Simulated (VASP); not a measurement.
Runs of VASP 6.6.1 on CaO. The structure is that of space group Fm-3m (No. 225), or close to it. The cells are those of the table. 

| task | cell | k mesh | cutoff (eV) | smearing | gap on the mesh (eV) | pressure (GPa) | relaxed volume (Å³/atom) |
| --- | --- | --- | --- | --- | --- | --- | --- |
| relaxation of cell and atoms | relaxed from a = 3.333 Å, angles 60.0°, 2 atoms | 8 × 8 × 8 | 600 | gaussian 0.02 eV | 3.42 | 0.0 | 13.13 |
| single point | a = 3.333 Å, angles 60.0°, 2 atoms | 8 × 8 × 8 | 520 | gaussian 0.1 eV | 3.42 | 0.5 | - |
| relaxation of cell and atoms | relaxed from a = 3.463 Å, angles 60.0°, 2 atoms | 8 × 8 × 8 | 600 | gaussian 0.1 eV | (a) | 0.0 | 13.12 |
| single point | a = 3.463 Å, angles 60.0°, 2 atoms | 6 × 6 × 6 | 600 | gaussian 0.1 eV | (b) | -11.3 | - |

Alike in all rows: level LDA; potentials or basis VASP PAW LDA potentials, release 64 (Ca_sv, O); no spin polarisation.

Fill in the values left out.

(a) 3.43; (b) 3.48.

Caveats: the volume moved by -11 % from the deposited cell, more than functionals usually miss (some runs).

A k mesh can miss the band edges.
